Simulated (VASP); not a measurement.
# HfO2 (CdI2 type) (P-3m1) in VASP: further runs

Runs on HfO2 (CdI2 type). Level: PBE. Tasks: single point, relaxation of cell and atoms.

Program: VASP 6.6.1. These are calculated values, not measurements. Logs are shortened: lines on timing, memory, paths and dates and some standing lists are left out, and cuts for length are marked.

## 1. The cell of the first run

Symmetry: P-3m1, No. 164, trigonal system. Conventional cell: a = 3.252 Å, b = 3.252 Å, c = 5.573 Å, α = 90.00°, β = 90.00°, γ = 120.00°. Hf (site symmetry -3m) has 6 O at 2.11 Å within 2.8 Å. O (site symmetry 3m) has 3 Hf at 2.11 Å and 3 O at 2.70 Å within 2.8 Å.

## 2. Single point, PBE

Contents of INCAR:

```
SYSTEM = HfO2
PREC = Accurate
ENCUT = 520
EDIFF = 1E-6
ISMEAR = -1
SIGMA = 0.1
LREAL = .FALSE.
LASPH = .TRUE.
NELM = 80
ALGO = Normal
ISIF = 2
LWAVE = .FALSE.
LCHARG = .FALSE.
GGA = PE
NBANDS = 18
```

Contents of KPOINTS:

```
regular mesh
0
G
  12 12 7
  0 0 0
```

Contents of POSCAR:

```
HfO2
1.0
    3.2517925825      0.0000000000      0.0000000000
   -1.6258962912      2.8161349843      0.0000000000
    0.0000000000      0.0000000000      5.5730616112
Hf O
1 2
Direct
    0.0000000000      0.0000000000      0.0000000000
    0.3333333333      0.6666666667      0.1740596773
    0.6666666667      0.3333333333      0.8259403227
```

Potentials or basis: VASP PAW PBE potentials, release 64 (Hf_pv, O).

On the command line:

```
$ cat potpaw_PBE.64/Hf_pv/POTCAR potpaw_PBE.64/O/POTCAR > POTCAR
$ mpirun -np 1 vasp_std > vasp.out
```

OUTCAR:

```text
SYSTEM = HfO2
   PREC = Accurate
   ENCUT = 520
   EDIFF = 1E-6
   ISMEAR = -1
   LREAL = .FALSE.
   LASPH = .TRUE.
   NELM = 80
   ISIF = 2
   GGA = PE

 ion  position               nearest neighbor table
   1  0.000  0.000  0.000-   2 2.11   3 2.11   2 2.11   3 2.11   3 2.11   2 2.11
   2  0.333  0.667  0.174-   1 2.11   1 2.11   1 2.11
   3  0.667  0.333  0.826-   1 2.11   1 2.11   1 2.11

  LATTYP: Found a hexagonal cell.
 ALAT       =     3.2517925825
 C/A-ratio  =     1.7138428943

  Lattice vectors:

 A1 = (   3.2517925825,   0.0000000000,   0.0000000000)
 A2 = (  -1.6258962912,   2.8161349843,   0.0000000000)
 A3 = (   0.0000000000,   0.0000000000,   5.5730616112)

Analysis of symmetry for initial positions (statically):
=====================================================================
 Subroutine PRICEL returns:
 Original cell was already a primitive cell.

 Routine SETGRP: Setting up the symmetry group for a
 hexagonal supercell.

 Subroutine GETGRP returns: Found 12 space group operations
 (whereof 12 operations were pure point group operations)
 out of a pool of 24 trial point group operations.

The static configuration has the point symmetry D_3d.

Analysis of symmetry for dynamics (positions and initial velocities):
=====================================================================
 Subroutine PRICEL returns:
 Original cell was already a primitive cell.

 Routine SETGRP: Setting up the symmetry group for a
 hexagonal supercell.

 Subroutine GETGRP returns: Found 12 space group operations
 (whereof 12 operations were pure point group operations)
 out of a pool of 24 trial point group operations.

The dynamic configuration has the point symmetry D_3d.

 Subroutine INISYM returns: Found 12 space group operations
 (whereof 12 operations are pure point group operations),
 and found     1 'primitive' translations

----------------------------------------------------------------------------------------

                                     Primitive cell

  volume of cell :      51.0352

  direct lattice vectors                    reciprocal lattice vectors
     3.251792582  0.000000000  0.000000000     0.307522689  0.177548307  0.000000000
    -1.625896291  2.816134984  0.000000000     0.000000000  0.355096615  0.000000000
     0.000000000  0.000000000  5.573061611     0.000000000  0.000000000  0.179434585

  length of vectors
     3.251792582  3.251792582  5.573061611     0.355096615  0.355096615  0.179434585

  position of ions in fractional coordinates (direct lattice)
     0.000000000  0.000000000  0.000000000
     0.333333333  0.666666667  0.174059677
     0.666666667  0.333333333  0.825940323

  ion indices of the primitive-cell ions
   primitive index   ion index
                 1           1
                 2           2
                 3           3

----------------------------------------------------------------------------------------

 KPOINTS: regular mesh

Automatic generation of k-mesh.
 Grid dimensions read from file:
 generate k-points for:   12   12    7

 Generating k-lattice:

  Cartesian coordinates                     Fractional coordinates (reciprocal lattice)
     0.025626891  0.014795692  0.000000000     0.083333333  0.000000000  0.000000000
     0.000000000  0.029591385  0.000000000     0.000000000  0.083333333  0.000000000
     0.000000000  0.000000000  0.025633512     0.000000000  0.000000000  0.142857143

  Length of vectors
     0.029591385  0.029591385  0.025633512

  Shift w.r.t. Gamma in fractional coordinates (k-lattice)
     0.000000000  0.000000000  0.000000000

 Subroutine IBZKPT returns following result:
 ===========================================

 Found    112 irreducible k-points:

 Following reciprocal coordinates:
            Coordinates               Weight
  0.000000  0.000000  0.000000      1.000000
  0.083333 -0.000000  0.000000      6.000000
  0.166667 -0.000000  0.000000      6.000000
  0.250000 -0.000000  0.000000      6.000000
  0.333333  0.000000  0.000000      6.000000
  0.416667 -0.000000  0.000000      6.000000
[... 16 lines left out ...]
  0.166667 -0.000000  0.142857      6.000000
  0.000000  0.166667  0.142857      6.000000
 [... further k-points ...]
   k-points           NKPTS =    112   k-points in BZ     NKDIM =    112   number of bands    NBANDS=     18
   number of dos      NEDOS =    301   number of ions     NIONS =      3
   total plane-waves  NPLWV =  24192
   dimension x,y,z NGX =    24 NGY =   24 NGZ =   42
   dimension x,y,z NGXF=    48 NGYF=   48 NGZF=   84
   ions per type =               1   2
   NGX,Y,Z   is equivalent  to a cutoff of  12.27, 12.27, 12.53 a.u.
   NGXF,Y,Z  is equivalent  to a cutoff of  24.54, 24.54, 25.06 a.u.
 SYSTEM =  HfO2
   PREC   = accura    normal or accurate (medium, high low for compatibility)
   ISTART =      0    job   : 0-new  1-cont  2-samecut
   ICHARG =      2    charge: 1-file 2-atom 10-const
   ISPIN  =      1    spin polarized calculation?
   LNONCOLLINEAR =      F non collinear calculations
   LSORBIT =      F    spin-orbit coupling
   LASPH  =      T    aspherical Exc in radial PAW
   ENCUT  =  520.0 eV  38.22 Ry    6.18 a.u.   6.05  6.05 10.36*2*pi/ulx,y,z
   NELM   =     80;   NELMIN=  2; NELMDL= -5     # of ELM steps
   EDIFF  = 0.1E-05   stopping-criterion for ELM
   LREAL  =      F    real-space projection
   EDIFFG = 0.1E-04   stopping-criterion for IOM
   NSW    =      0    number of steps for IOM
   IBRION =     -1    ionic relax: 0-MD 1-quasi-New 2-CG
   NFREE  =      0    steps in history (QN), initial steepest desc. (CG)
   ISIF   =      2    stress and relaxation
   ISYM   =      2    0-nonsym 1-usesym 2-fastsym
   POTIM  = 0.5000    time-step for ionic-motion
   TEBEG  =    0.0;   TEEND  =   0.0 temperature during run
   PSTRESS=    0.0 pullay stress
   NELECT =      22.0000    total number of electrons
   NUPDOWN=      -1.0000    fix difference up-down
   EMIN   =  10.00;   EMAX   =-10.00  energy-range for DOS
   EFERMI =   0.00;   METHOD = LEGACY
   ISMEAR =    -1;   SIGMA  =   0.10  broadening in eV -4-tet -1-fermi 0-gaus
   EFERMI_NEDOS =   21; number of points for ismear=-14 and -15
   IALGO  =     38    algorithm
   IMIX   =      4    mixing-type and parameters
     AMIX     =   0.40;   BMIX     =  1.00
     AMIX_MAG =   1.60;   BMIX_MAG =  1.00
  volume/ion in A,a.u.               =      17.01       114.80
  Fermi-wavevector in a.u.,A,eV,Ry     =   1.236685  2.336995 20.808603  1.529389
  Thomas-Fermi vector in A             =   2.371283
   LORBIT       =      0    0 simple, 1 ext, 2 COOP (PROOUT), +10 PAW based schemes
   GGA     = PE    functional components
   LHFCALC =     F    Hartree Fock is set to
   AEXX    =    0.0000 exact exchange contribution
   IVDW    =     0    specifies the selected vdW correction
   LEPSILON=     F    determine dielectric tensor
   LRPA    =     F    only Hartree local field effects (RPA)
 non-spin polarized calculation
  energy-cutoff  :      520.00
  volume of cell :       51.04
 maximum number of plane-waves:      1404
   NGX = 13   NGY = 13   NGZ = 21

 number of electron      22.0000010 magnetization

 Free energy of the ion-electron system (eV)
  ---------------------------------------------------
  ext. energy  EPLUGINS =         0.00000000
  ---------------------------------------------------
  free energy    TOTEN  =       -29.83711227 eV

  energy without entropy =      -29.83711227  energy(sigma->0) =      -29.83711227

 E-fermi :   1.5284     XC(G=0):  -8.8531

 val. band max:       -0.6814104465   @ k =   0.1667   0.1667   0.0000
 cond. band min:       4.0832008118   @ k =   0.5000  -0.0000   0.0000
 fundamental gap:      4.7646112583
 Fermi energy:         1.5284454095

 k-point     1 :       0.0000    0.0000    0.0000
  band No.  band energies     occupation
      1     -29.8271      2.00000
      2     -29.3642      2.00000
      3     -29.3642      2.00000
      4     -17.7698      2.00000
      5     -15.9190      2.00000
      6      -4.2503      2.00000
[... 10 lines left out ...]
     17      10.0033      0.00000
     18      10.0033      0.00000

 k-point     2 :       0.0833   -0.0000    0.0000
  band No.  band energies     occupation
      1     -29.8163      2.00000
      2     -29.4201      2.00000
      3     -29.3740      2.00000
      4     -17.6615      2.00000
      5     -15.9866      2.00000
      6      -4.2074      2.00000
[... 10 lines left out ...]
     17       9.9790      0.00000
     18      10.5579      0.00000

 k-point     3 :       0.1667   -0.0000    0.0000
  band No.  band energies     occupation
      1     -29.7872      2.00000
      2     -29.5682      2.00000
      3     -29.4006      2.00000
      4     -17.3745      2.00000
      5     -16.1583      2.00000
      6      -4.0961      2.00000
[... 10 lines left out ...]
     17       9.9344      0.00000
     18      11.3753      0.00000

 k-point     4 :       0.2500   -0.0000    0.0000
  band No.  band energies     occupation
      1     -29.7800      2.00000
      2     -29.7285      2.00000
      3     -29.4367      2.00000
      4     -17.0360      2.00000
      5     -16.3277      2.00000
      6      -4.0467      2.00000
[... 375 lines left out ...]
      4     -17.6589      2.00000
      5     -15.9901      2.00000
      6      -4.2150      2.00000
[... 10 lines left out ...]
     17       9.9800      0.00000
     18      10.2912      0.00000

 k-point    23 :       0.1667   -0.0000    0.1429
  band No.  band energies     occupation
      1     -29.7873      2.00000
      2     -29.5682      2.00000
      3     -29.4006      2.00000
      4     -17.3714      2.00000
      5     -16.1621      2.00000
      6      -4.0914      2.00000
[... 10 lines left out ...]
     17       9.9485      0.00000
     18      10.9678      0.00000

 k-point    24 :       0.0000    0.1667    0.1429
  band No.  band energies     occupation
      1     -29.7873      2.00000
      2     -29.5682      2.00000
      3     -29.4006      2.00000
      4     -17.3725      2.00000
      5     -16.1604      2.00000
      6      -4.1259      2.00000
[... 10 lines left out ...]
     17       9.9308      0.00000
     18      10.6556      0.00000

 [... further k-points ...]

------------------------ aborting loop because EDIFF is reached ----------------------------------------

  FORCE on cell =-STRESS in cart. coord.  units (eV):
  Direction    XX          YY          ZZ          XY          YZ          ZX
  --------------------------------------------------------------------------------------
  -------------------------------------------------------------------------------------
  Total       -0.7533388     -0.7533388     -0.4111105     -0.0000000      0.0000000      0.0000000
  in kB      -23.6499805    -23.6499805    -12.9062187     -0.0000000      0.0000000      0.0000000
  external PRESSURE =     -20.0687266 kB  Pullay stress =       0.0000000 kB

 VOLUME and BASIS-vectors are now :
 -----------------------------------------------------------------------------
  energy-cutoff  :      520.00
  volume of cell :       51.04
      direct lattice vectors                 reciprocal lattice vectors
     3.251792582  0.000000000  0.000000000     0.307522689  0.177548307  0.000000000
    -1.625896291  2.816134984  0.000000000     0.000000000  0.355096615  0.000000000
     0.000000000  0.000000000  5.573061611     0.000000000  0.000000000  0.179434585

 POSITION                                       TOTAL-FORCE (eV/Angst)
 -----------------------------------------------------------------------------------
      0.00000      0.00000      0.00000         0.000000      0.000000      0.000000
     -0.00000      1.87742      0.97005         0.000000     -0.000000     -0.200078
      1.62590      0.93871      4.60302        -0.000000      0.000000      0.200078
 -----------------------------------------------------------------------------------
    total drift:                                0.000000     -0.000000      0.000000

  FREE ENERGIE OF THE ION-ELECTRON SYSTEM (eV)
  ---------------------------------------------------
  free  energy   TOTEN  =       -29.8371122680 eV

  energy  without entropy=      -29.8371122678  energy(sigma->0) =      -29.83711227
```

Wall time 65 s (1 thread of Intel Xeon Platinum 8259CL at 2.50GHz (Skylake/Cascade Lake), shared host); peak memory 0.23 GiB.

Results:

```
Free energy            : -29.8371 eV
Pressure               : -2.0 GPa
Largest force          : 0.200 eV/Å
Band gap on the k mesh : 4.76 eV, indirect (least direct gap 5.00 eV)
```

Forces on the atoms (eV/Å):
```
Hf   0.000  0.000  0.000
O    0.000  0.000 -0.200
O    0.000  0.000  0.200
```

Caveat: spin-orbit coupling is left out, which moves the levels of the heavy elements.

## 3. Single point, PBE

This run uses another cell than the first one, of 17.29 Å³/atom, 1.016 times its volume.

Contents of INCAR:

```
SYSTEM = HfO2
PREC = Accurate
ENCUT = 520
EDIFF = 1E-6
ISMEAR = -1
SIGMA = 0.1
LREAL = .False.
LASPH = .True.
NELM = 100
ALGO = Normal
ISIF = 2
LWAVE = .False.
LCHARG = .False.
GGA = PE
NBANDS = 18
```

Contents of KPOINTS:

```
Automatic mesh
0
Gamma
  12 12 7
  0 0 0
```

Contents of POSCAR:

```
HfO2
1.0
    3.2523792732      0.0000000000      0.0000000000
   -1.6261896366      2.8166430734      0.0000000000
    0.0000000000      0.0000000000      5.6608090107
Hf O
1 2
Direct
    0.0000000000      0.0000000000      0.0000000000
    0.3333333333      0.6666666667      0.1713294613
    0.6666666667      0.3333333333      0.8286705387
```

Potentials or basis: VASP PAW PBE potentials, release 64 (Hf_pv, O).

On the command line:

```
$ cat potpaw_PBE.64/Hf_pv/POTCAR potpaw_PBE.64/O/POTCAR > POTCAR
$ mpirun -np 1 vasp_std > vasp.out
```

Run time: 1.7 min. Hardware: 1 thread of Intel Xeon Platinum 8259CL at 2.50GHz (Skylake/Cascade Lake), shared host; peak memory 0.23 GiB.

It converged, with:

```
Free energy            : -29.8372 eV
Pressure               : -2.0 GPa
Largest force          : 0.201 eV/Å
Band gap on the k mesh : 4.77 eV, indirect (least direct gap 5.01 eV)
```

Forces in eV/Å, atoms in the order of the input:
```
Hf   0.000  0.000  0.000
O    0.000  0.000 -0.201
O    0.000  0.000  0.201
```

Stress tensor (GPa, compression positive):
```
-2.40  0.00  0.00
 0.00 -2.40  0.00
 0.00  0.00 -1.31
```

Levels at points of the mesh, in eV from the valence-band top:
| k point | band 8 | band 9 | band 10 | band 11 | band 12 | band 13 | band 14 | band 15 |
| --- | --- | --- | --- | --- | --- | --- | --- | --- |
| (0.00, 0.00, 0.00) | -3.30 | -0.45 | -0.28 | -0.28 | 5.09 | 5.09 | 5.20 | 7.57 |
| (0.50, 0.00, 0.00) | -1.78 | -1.30 | -1.02 | -0.50 | 4.77 | 5.92 | 7.06 | 9.71 |

Caveat: spin-orbit coupling is left out, which moves the levels of the heavy elements. A k mesh can miss the band edges.

## 4. Relaxation of cell and atoms, PBE, target pressure 0.017 GPa, at which the enthalpy is minimised

Contents of INCAR:

```
ALGO     = Normal         # electronic algorithm
EDIFF    = 1E-7           # SCF threshold, eV
EDIFFG   = -0.005         # ionic threshold
ENCUT    = 600            # plane-wave cutoff, eV
GGA      = PE             # functional
IBRION   = 2              # ionic algorithm
ISIF     = 3              # what is computed and relaxed
ISMEAR   = -1             # smearing method
LASPH    = True           # aspherical terms in the spheres
LCHARG   = False          # write CHGCAR
LREAL    = False          # projectors in reciprocal space
LWAVE    = False          # write WAVECAR
NELM     = 100            # most SCF steps
NSW      = 32             # ionic steps
PREC     = Accurate       # precision mode
PSTRESS  = 0.17         
SIGMA    = 0.1            # smearing width, eV
```

Contents of KPOINTS:

```
k-points
0
Gamma
  12 12 7
```

Contents of POSCAR:

```
HfO2
1.0
    3.2517925825      0.0000000000      0.0000000000
   -1.6258962912      2.8161349843      0.0000000000
    0.0000000000      0.0000000000      5.5730616112
Hf O
1 2
Direct
    0.0000000000      0.0000000000      0.0000000000
    0.3333333333      0.6666666667      0.1740596773
    0.6666666667      0.3333333333      0.8259403227
```

On the command line:

```
$ cat potpaw_PBE.64/Hf_pv/POTCAR potpaw_PBE.64/O/POTCAR > POTCAR
$ mpirun -np 1 vasp_std > vasp.out
```

Wall time 24 min (1 thread of AMD EPYC 7R13 (Zen 3), shared host); peak memory 0.25 GiB.

It converged, with:

| Quantity | Value |
| --- | --- |
| Free energy | -29.8488 eV |
| Relaxed volume | 15.82 Å³/atom |
| Relaxed cell | a = 3.238 Å, b = 3.238 Å, c = 5.227 Å, α = 90.00°, β = 90.00°, γ = 120.00° |
| Space group after relaxing (to 0.05 Å) | P-3m1 (No. 164) |
| Energy change on relaxing (the enthalpy is what falls) | -2.3 meV/atom |
| Ionic steps | 21 |
| Pressure after relaxing | 0.0 GPa |
| Band gap on the k mesh | 4.79 eV, indirect (least direct gap 5.03 eV) |

Step by step:
| step | energy change (eV) | largest force (eV/Å) | pressure (GPa) | volume (Å³) |
| --- | --- | --- | --- | --- |
| 1 | 0.0000 | 0.2018 | -2.15 | 51.04 |
| 2 | 0.0148 | 0.4491 | 4.48 | 49.35 |
| 3 | -0.0048 | 0.0041 | -0.05 | 50.47 |
| 4 | -0.0048 | 0.0084 | -0.01 | 50.46 |
| 5 | -0.0048 | 0.0136 | -0.02 | 50.43 |
| 6 | -0.0049 | 0.0295 | -0.03 | 50.35 |
| 7 | -0.0049 | 0.0605 | -0.05 | 50.17 |
| 8 | -0.0049 | 0.0486 | -0.04 | 50.24 |
| 9 | -0.0050 | 0.0485 | -0.04 | 50.22 |
| 10 | -0.0050 | 0.0472 | -0.05 | 50.18 |
| 11 | -0.0051 | 0.0448 | -0.07 | 50.08 |
| 12 | -0.0054 | 0.0403 | -0.11 | 49.90 |
| 13 | -0.0058 | 0.0323 | -0.17 | 49.52 |
| 14 | -0.0064 | 0.0206 | -0.27 | 48.78 |
| 15 | -0.0065 | 0.0108 | -0.37 | 47.28 |
| 16 | -0.0067 | 0.0173 | -0.32 | 47.86 |
| 17 | -0.0069 | 0.0356 | 0.11 | 47.55 |
| 18 | -0.0069 | 0.0379 | 0.15 | 47.52 |
| 19 | -0.0070 | 0.0126 | 0.07 | 47.47 |
| 20 | -0.0070 | 0.0059 | 0.01 | 47.44 |
| 21 | -0.0070 | 0.0009 | 0.03 | 47.45 |

Final structure:
```
Hf O
1.0
     3.23765    0.00000    0.00000
    -1.61882    2.80389    0.00000
     0.00000    0.00000    5.22714
Hf O
1 2
Direct
  0.00000 0.00000 0.00000
  0.33333 0.66667 0.18447
  0.66667 0.33333 0.81553
```

Levels at points of the mesh, in eV from the valence-band top:
```tsv
k point	band 9	band 10	band 11	band 12	band 13	band 14
(0.00, 0.00, 0.00)	-0.35	-0.28	-0.28	5.15	5.15	5.26
(0.50, 0.00, 0.00)	-1.37	-1.03	-0.59	4.79	5.96	7.16
```

Caveat: the cell is relaxed towards a set pressure, so the enthalpy falls and the energy may rise; spin-orbit coupling is left out, which moves the levels of the heavy elements. A k mesh can miss the band edges.

## 5. Overview

| task | cell | cutoff (eV) | gap on the mesh (eV) | pressure (GPa) | largest force (eV/Å) |
| --- | --- | --- | --- | --- | --- |
| single point | a = 3.252, b = 3.252, c = 5.573 Å, angles 90.0, 90.0, 120.0°, 3 atoms | 520 | 4.76 | -2.0 | 0.20 |
| single point | a = 3.252, b = 3.252, c = 5.661 Å, angles 90.0, 90.0, 120.0°, 3 atoms | 520 | 4.77 | -2.0 | 0.20 |
| relaxation of cell and atoms | relaxed to 0.017 GPa from a = 3.252, b = 3.252, c = 5.573 Å, angles 90.0, 90.0, 120.0°, 3 atoms | 600 | 4.79 | 0.0 | - |

Alike in all rows: level PBE; potentials or basis VASP PAW PBE potentials, release 64 (Hf_pv, O); no spin polarisation; k mesh 12 × 12 × 7; smearing fermi-dirac 0.1 eV.

Caveats: spin-orbit coupling is left out, which moves the levels of the heavy elements; the cell is relaxed towards a set pressure, so the enthalpy falls and the energy may rise (some runs).

Absolute energies hang on the potentials; compare differences alone.
